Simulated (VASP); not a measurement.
Write the native input for VASP 6.6.1 that does the following.

| Item | Value |
| --- | --- |
| Task | single point |
| Functional | LDA |
| Potentials or basis | VASP PAW LDA potentials, release 64 (K_sv, Br) |
| Cutoff | 520 eV |
| k mesh | 6 × 6 × 6 |
| Occupations | gaussian, width 0.05 eV |
| Spin | no spin polarisation |
| Dipole correction | no |
| Further INCAR settings | ALGO = Normal; EDIFF = 1e-06; NBANDS = 15 |

The structure of KBr lies in POSCAR:

```
KBr
1.0
    0.0000000000      3.2925000000      3.3912750000
    3.2925000000      0.0000000000      3.3912750000
    3.2925000000      3.2925000000      0.0000000000
K Br
1 1
Direct
    0.0000000000      0.0000000000      0.0000000000
    0.5000000000      0.5000000000      0.5000000000
```

This cell differs from its parent crystal: strain +0.000 along x and y, +0.030 along z.

One way to write it, as run:

INCAR

```
PREC = Accurate
ENCUT = 520
EDIFF = 1E-6
ISMEAR = 0
SIGMA = 0.05
LREAL = F
LASPH = T
NELM = 80
ALGO = Normal
ISIF = 2
LWAVE = F
LCHARG = F
NBANDS = 15
```

KPOINTS

```
Automatic mesh
0
Gamma
  6 6 6
```

Potentials or basis: VASP PAW LDA potentials, release 64 (K_sv, Br).

Run with:

```console
$ cat potpaw_LDA.64/K_sv/POTCAR potpaw_LDA.64/Br/POTCAR > POTCAR
$ mpirun -np 1 vasp_std > vasp.out
```

It gave:

```
Pressure               : -1.8 GPa
Band gap on the k mesh : 3.98 eV, direct
```

Caveat: the cell differs from its parent crystal (strain +0.000 along x and y, +0.030 along z).

Wall time 18 s on 1 thread of AMD EPYC 9R45 96-Core Processor (Zen 5), on a shared host, peak memory 0.15 GiB.
